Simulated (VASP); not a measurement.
# BN (P6_3mc) in VASP: single point with PBEsol

Aim: the single point of BN with PBEsol.

Program: VASP 6.6.1. These are calculated values, not measurements. Logs are shortened: lines on timing, memory, paths and dates and some standing lists are left out, and cuts for length are marked.

**1. The cell of the first run**

The structure is hexagonal, space group P6_3mc (No. 186). The conventional cell has a = 2.554 Å, b = 2.554 Å, c = 4.227 Å, α = 90.00°, β = 90.00°, γ = 120.00°. B (site symmetry 3m) has 4 N at 1.57 to 1.58 Å within 2.1 Å. Within 2.1 Å of N (site symmetry 3m) lie 4 B at 1.57 to 1.58 Å.

**2. Single point, PBEsol**

INCAR reads:

```
SYSTEM = BN
PREC = Accurate
ENCUT = 520
EDIFF = 1E-6
ISMEAR = 0
SIGMA = 0.05
LREAL = .FALSE.
LASPH = .TRUE.
NELM = 60
ALGO = Normal
ISIF = 2
LWAVE = .FALSE.
LCHARG = .FALSE.
GGA = PS
NBANDS = 16
```

KPOINTS reads:

```
Automatic mesh
0
G
  12 12 6
  0 0 0
```

POSCAR reads:

```
BN
1.0
    2.5539396017      0.0000000000      0.0000000000
   -1.2769698009      2.2117765748      0.0000000000
    0.0000000000      0.0000000000      4.2268550000
B N
2 2
Direct
    0.6666666667      0.3333333333      0.9997240000
    0.3333333333      0.6666666667      0.4997240000
    0.6666666667      0.3333333333      0.6252760000
    0.3333333333      0.6666666667      0.1252760000
```

Potentials or basis: VASP PAW PBE potentials, release 64 (B, N).

Run with:

```
cat potpaw_PBE.64/B/POTCAR potpaw_PBE.64/N/POTCAR > POTCAR
mpirun -np 1 vasp_std > vasp.out
```

OUTCAR:

```text
SYSTEM = BN
   PREC = Accurate
   ENCUT = 520
   EDIFF = 1E-6
   ISMEAR = 0
   LREAL = .FALSE.
   LASPH = .TRUE.
   NELM = 60
   ISIF = 2
   GGA = PS

 ion  position               nearest neighbor table
   1  0.667  0.333  1.000-   4 1.57   4 1.57   4 1.57   3 1.58
   2  0.333  0.667  0.500-   3 1.57   3 1.57   3 1.57   4 1.58
   3  0.667  0.333  0.625-   2 1.57   2 1.57   2 1.57   1 1.58
   4  0.333  0.667  0.125-   1 1.57   1 1.57   1 1.57   2 1.58

  LATTYP: Found a hexagonal cell.
 ALAT       =     2.5539396017
 C/A-ratio  =     1.6550332659

  Lattice vectors:

 A1 = (   2.5539396017,   0.0000000000,   0.0000000000)
 A2 = (  -1.2769698009,   2.2117765748,   0.0000000000)
 A3 = (   0.0000000000,   0.0000000000,   4.2268550000)

Analysis of symmetry for initial positions (statically):
=====================================================================
 Subroutine PRICEL returns:
 Original cell was already a primitive cell.

 Routine SETGRP: Setting up the symmetry group for a
 hexagonal supercell.

 Subroutine GETGRP returns: Found 12 space group operations
 (whereof  6 operations were pure point group operations)
 out of a pool of 24 trial point group operations.

The static configuration has the point symmetry C_3v.
 The point group associated with its full space group is C_6v.

Analysis of symmetry for dynamics (positions and initial velocities):
=====================================================================
 Subroutine PRICEL returns:
 Original cell was already a primitive cell.

 Routine SETGRP: Setting up the symmetry group for a
 hexagonal supercell.

 Subroutine GETGRP returns: Found 12 space group operations
 (whereof  6 operations were pure point group operations)
 out of a pool of 24 trial point group operations.

The dynamic configuration has the point symmetry C_3v.
 The point group associated with its full space group is C_6v.

 Subroutine INISYM returns: Found 12 space group operations
 (whereof  6 operations are pure point group operations),
 and found     1 'primitive' translations

----------------------------------------------------------------------------------------

                                     Primitive cell

  volume of cell :      23.8764

  direct lattice vectors                    reciprocal lattice vectors
     2.553939602  0.000000000  0.000000000     0.391551938  0.226062617  0.000000000
[... 88 lines left out ...]
   ENCUT  =  520.0 eV  38.22 Ry    6.18 a.u.   4.75  4.75  7.86*2*pi/ulx,y,z
   NELM   =     60;   NELMIN=  2; NELMDL= -5     # of ELM steps
   EDIFF  = 0.1E-05   stopping-criterion for ELM
   LREAL  =      F    real-space projection
   EDIFFG = 0.1E-04   stopping-criterion for IOM
   NSW    =      0    number of steps for IOM
   IBRION =     -1    ionic relax: 0-MD 1-quasi-New 2-CG
   NFREE  =      0    steps in history (QN), initial steepest desc. (CG)
   ISIF   =      2    stress and relaxation
   ISYM   =      2    0-nonsym 1-usesym 2-fastsym
   POTIM  = 0.5000    time-step for ionic-motion
   TEBEG  =    0.0;   TEEND  =   0.0 temperature during run
   PSTRESS=    0.0 pullay stress
   NELECT =      16.0000    total number of electrons
   NUPDOWN=      -1.0000    fix difference up-down
   EMIN   =  10.00;   EMAX   =-10.00  energy-range for DOS
   EFERMI =   0.00;   METHOD = LEGACY
   ISMEAR =     0;   SIGMA  =   0.05  broadening in eV -4-tet -1-fermi 0-gaus
   EFERMI_NEDOS =   21; number of points for ismear=-14 and -15
   IALGO  =     38    algorithm
   IMIX   =      4    mixing-type and parameters
     AMIX     =   0.40;   BMIX     =  1.00
     AMIX_MAG =   1.60;   BMIX_MAG =  1.00
  volume/ion in A,a.u.               =       5.97        40.28
  Fermi-wavevector in a.u.,A,eV,Ry     =   1.432600  2.707222 27.923836  2.052344
  Thomas-Fermi vector in A             =   2.552210
   LORBIT       =      0    0 simple, 1 ext, 2 COOP (PROOUT), +10 PAW based schemes
   GGA     = PS    functional components
   LHFCALC =     F    Hartree Fock is set to
   AEXX    =    0.0000 exact exchange contribution
   IVDW    =     0    specifies the selected vdW correction
   LEPSILON=     F    determine dielectric tensor
   LRPA    =     F    only Hartree local field effects (RPA)
 non-spin polarized calculation
 Gauss-broadening in eV      SIGMA  =   0.05
  energy-cutoff  :      520.00
  volume of cell :       23.88
 maximum number of plane-waves:       660
 NGX is ok and might be reduce to    20
   NGX =  9   NGY =  9   NGZ = 15

 number of electron      16.0000000 magnetization

 Free energy of the ion-electron system (eV)
  ---------------------------------------------------
  ext. energy  EPLUGINS =         0.00000000
  ---------------------------------------------------
  free energy    TOTEN  =       -36.62078735 eV

  energy without entropy =      -36.62078735  energy(sigma->0) =      -36.62078735

 E-fermi :   7.7165     XC(G=0): -12.9557

 val. band max:        7.3930049570   @ k =   0.0000   0.0000   0.0000
 cond. band min:      12.3617392328   @ k =   0.3333   0.3333   0.0000
 fundamental gap:      4.9687342758
 Fermi energy:         7.7164703488

 k-point     1 :       0.0000    0.0000    0.0000
  band No.  band energies     occupation
      1     -12.9189      2.00000
      2      -8.7689      2.00000
      3      -3.5247      2.00000
      4       5.2829      2.00000
      5       5.2829      2.00000
      6       7.1133      2.00000
[... 433 lines left out ...]
      3      -1.4145      2.00000
      4       0.0289      2.00000
      5       1.4294      2.00000
      6       3.1140      2.00000
[... 8 lines left out ...]
     15      23.2413      0.00000
     16      23.4615      0.00000

 [... further k-points ...]
[... 5 lines left out ...]
  --------------------------------------------------------------------------------------
  -------------------------------------------------------------------------------------
  Total       -0.7664696     -0.7664696     -0.8611230      0.0000000      0.0000000      0.0000000
  in kB      -51.4323401    -51.4323401    -57.7838617      0.0000000      0.0000000      0.0000000
  external PRESSURE =     -53.5495140 kB  Pullay stress =       0.0000000 kB

 VOLUME and BASIS-vectors are now :
 -----------------------------------------------------------------------------
  energy-cutoff  :      520.00
  volume of cell :       23.88
      direct lattice vectors                 reciprocal lattice vectors
     2.553939602  0.000000000  0.000000000     0.391551938  0.226062617  0.000000000
    -1.276969801  2.211776575  0.000000000     0.000000000  0.452125233  0.000000000
     0.000000000  0.000000000  4.226855000     0.000000000  0.000000000  0.236582518

 POSITION                                       TOTAL-FORCE (eV/Angst)
 -----------------------------------------------------------------------------------
      1.27697      0.73726      4.22569        -0.000000      0.000000      0.009972
     -0.00000      1.47452      2.11226         0.000000      0.000000      0.009972
      1.27697      0.73726      2.64295         0.000000     -0.000000     -0.009972
     -0.00000      1.47452      0.52952        -0.000000      0.000000     -0.009972
 -----------------------------------------------------------------------------------
    total drift:                                0.000000      0.000000      0.000409

  FREE ENERGIE OF THE ION-ELECTRON SYSTEM (eV)
  ---------------------------------------------------
  free  energy   TOTEN  =       -36.6207873453 eV

  energy  without entropy=      -36.6207873453  energy(sigma->0) =      -36.62078735
```

OSZICAR:

```text
N       E                     dE             d eps       ncg     rms          rms(c)
DAV:   1     0.360161182883E+02    0.36016E+02   -0.82635E+03  2432   0.971E+02
DAV:   2    -0.361737562231E+02   -0.72190E+02   -0.67975E+02  3480   0.230E+02
DAV:   3    -0.384844479799E+02   -0.23107E+01   -0.23063E+01  2744   0.374E+01
DAV:   4    -0.384899822725E+02   -0.55343E-02   -0.55340E-02  2968   0.210E+00
DAV:   5    -0.384899973281E+02   -0.15056E-04   -0.15056E-04  2736   0.101E-01    0.919E+00
DAV:   6    -0.368147145852E+02    0.16753E+01   -0.20156E+00  3072   0.128E+01    0.444E+00
DAV:   7    -0.366611975151E+02    0.15352E+00   -0.28478E-01  3080   0.424E+00    0.266E+00
DAV:   8    -0.366219115102E+02    0.39286E-01   -0.49667E-02  2984   0.171E+00    0.243E-01
DAV:   9    -0.366207026658E+02    0.12088E-02   -0.19609E-03  2832   0.496E-01    0.123E-01
DAV:  10    -0.366207858997E+02   -0.83234E-04   -0.26024E-04  2968   0.130E-01    0.198E-02
DAV:  11    -0.366207869043E+02   -0.10046E-05   -0.18228E-05  3088   0.395E-02    0.111E-02
DAV:  12    -0.366207873453E+02   -0.44100E-06   -0.25652E-06  2576   0.159E-02
   1 F= -.36620787E+02 E0= -.36620787E+02  d E =-.435325E-22
```

Wall time 18 s (1 thread of Intel Xeon Platinum 8259CL at 2.50GHz (Skylake/Cascade Lake), shared host); peak memory 0.14 GiB.

What came out:

* Free energy: -36.6208 eV
* Pressure: -5.4 GPa
* Largest force: 0.010 eV/Å
* Band gap on the k mesh: 4.97 eV, indirect (least direct gap 8.15 eV)

Forces on the atoms (eV/Å):
```
B    0.000  0.000  0.010
B    0.000  0.000  0.010
N    0.000  0.000 -0.010
N    0.000  0.000 -0.010
```

Stress tensor (GPa, compression positive):
```
-5.14  0.00  0.00
 0.00 -5.14  0.00
 0.00  0.00 -5.78
```

Caveat: the PAW data sets were made with another functional, which shifts forces and pressure a little.
